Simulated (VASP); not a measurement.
Crystal: BaCd3Se4.

```xyz
8
Lattice="5.6437 0.0000 0.0000 0.0000 5.6437 0.0000 0.0000 0.0000 5.6437" Properties=species:S:1:pos:R:3 pbc="T T T"
Ba    0.0000    0.0000    0.0000
Cd    0.0000    2.8219    2.8219
Cd    2.8219    0.0000    2.8219
Cd    2.8219    2.8219    0.0000
Se    2.8219    0.0000    0.0000
Se    2.8219    2.8219    2.8219
Se    0.0000    0.0000    2.8219
Se    0.0000    2.8219    0.0000
```

| Quantity | Value |
| --- | --- |
| Program | VASP 6.6.1 |
| Task | relaxation of cell and atoms |
| Functional | PBE |
| Potentials or basis | VASP PAW PBE potentials, release 64 (Ba_sv, Cd, Se) |
| Cutoff | 600 eV |
| k mesh | 2 × 2 × 2 |
| Occupations | gaussian, width 0.15 eV |
| Spin | no spin polarisation |

At the start: pressure 17.9 GPa; volume 22.47 Å³/atom.

**Question.** Where does the relaxation end?

**Answer.** Over 3 steps the energy falls by 273.1 meV/atom and the volume is 28.45 Å³/atom (+26.6 %); space group Pm-3m (No. 221, to 0.05 Å).

Step by step:
| step | energy change (eV) | largest force (eV/Å) | pressure (GPa) | volume (Å³) |
| --- | --- | --- | --- | --- |
| 1 | 0.0000 | 0.0000 | 17.91 | 179.76 |
| 2 | -1.8759 | 0.0000 | -3.60 | 253.35 |
| 3 | -2.1848 | 0.0000 | 0.14 | 227.59 |

Final structure:
```cif
data_structure
_symmetry_space_group_name_H-M 'P 1'
_symmetry_Int_Tables_number 1
_cell_length_a 6.1054
_cell_length_b 6.1054
_cell_length_c 6.1054
_cell_angle_alpha 90.000
_cell_angle_beta 90.000
_cell_angle_gamma 90.000
_cell_volume 227.59
loop_
_atom_site_label
_atom_site_type_symbol
_atom_site_fract_x
_atom_site_fract_y
_atom_site_fract_z
_atom_site_occupancy
Ba1 Ba 0.00000 0.00000 0.00000 1
Cd1 Cd 0.00000 0.50000 0.50000 1
Cd2 Cd 0.50000 0.00000 0.50000 1
Cd3 Cd 0.50000 0.50000 0.00000 1
Se1 Se 0.50000 0.00000 0.00000 1
Se2 Se 0.50000 0.50000 0.50000 1
Se3 Se 0.00000 0.00000 0.50000 1
Se4 Se 0.00000 0.50000 0.00000 1
```

Caveat: the k points lie up to 0.51 Å⁻¹ apart in the final cell; the volume moved by over 15 % at a fixed basis, so the end points are rough.
